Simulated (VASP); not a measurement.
Input of a VASP 6.6.1 run:

INCAR

```
PREC = Accurate ; ENCUT = 520
EDIFF = 1E-6 ; ISMEAR = 0
SIGMA = 0.05 ; LREAL = False
LASPH = True ; NELM = 100
ALGO = Normal ; ISIF = 2
LWAVE = False ; LCHARG = False
GGA = PS ; NBANDS = 15
```

The input KPOINTS:

```
Automatic mesh
0
Gamma
  8 8 8
```

File POSCAR:

```
BaS
1.0
    0.0000000000      3.1663007200      3.0713116984
    3.1663007200      0.0000000000      3.0713116984
    3.1663007200      3.1663007200      0.0000000000
Ba S
1 1
Direct
    0.0000000000      0.0000000000      0.0000000000
    0.5000000000      0.5000000000      0.5000000000
```

Potentials or basis: VASP PAW PBE potentials, release 64 (Ba_sv, S).

Run with:

```sh
$ cat potpaw_PBE.64/Ba_sv/POTCAR potpaw_PBE.64/S/POTCAR > POTCAR
$ mpirun -np 1 vasp_std > vasp.out
```

Q: What does it give for the pressure?

A: 2.4 GPa.

Q: Predict the band gap on the k mesh.

A: 1.76 eV, indirect (least direct gap 1.88 eV).

Stress tensor (GPa, compression positive):
```
1.21 0.00 0.00
0.00 1.21 0.00
0.00 0.00 4.77
```

Caveat: the cell differs from its parent crystal (strain -0.0300 x Voigt [0, 0, 1, 0, 0, 0]); the PAW data sets were made with another functional, which shifts forces and pressure a little; spin-orbit coupling is left out, which moves the levels of the heavy elements. A k mesh can miss the band edges.
